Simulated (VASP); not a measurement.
Input of a VASP 6.6.1 run:

File INCAR:

```
SYSTEM = MnS
PREC = Accurate
ENCUT = 600
EDIFF = 1E-6
ISMEAR = -1
SIGMA = 0.05
LREAL = .FALSE.
LASPH = .TRUE.
NELM = 200
ALGO = Normal
ISIF = 2
LWAVE = .FALSE.
LCHARG = .TRUE.
ISPIN = 2
MAGMOM = 4 0
LORBIT = 11
LMAXMIX = 4
LDAU = .TRUE.
LDAUTYPE = 2
LDAUL = 2 -1
LDAUU = 2 0
LDAUJ = 0 0
LDAUPRINT = 1
GGA = PS
LELF = .TRUE.
LVHAR = .TRUE.
NBANDS = 22
GGA_COMPAT = .FALSE.
```

KPOINTS

```
Automatic mesh
0
G
  9 9 9
  0 0 0
```

Contents of POSCAR:

```
MnS
1.0
    0.0000000000      2.6045000000      2.6045000000
    2.6045000000      0.0000000000      2.6045000000
    2.6045000000      2.6045000000      0.0000000000
Mn S
1 1
Direct
    0.0000000000      0.0000000000      0.0000000000
    0.5000000000      0.5000000000      0.5000000000
```

Potentials or basis: VASP PAW PBE potentials, release 64 (Mn_sv, S).

The run is started by

```bash
$ cat potpaw_PBE.64/Mn_sv/POTCAR potpaw_PBE.64/S/POTCAR > POTCAR
$ mpirun -np 1 vasp_std > vasp.out
```

(1) Estimate the site moments.

(2) What does it give for the net moment?

(3) Predict the pressure.

Answers

(1) Mn +4.29; S +0.11 μB.

(2) 4.94 μB per cell.

(3) -3.1 GPa.

Caveat: the cell stands under tension; the PAW data sets were made with another functional, which shifts forces and pressure a little; a cell with one magnetic atom can't hold antiferromagnetic order, which such compounds often take.
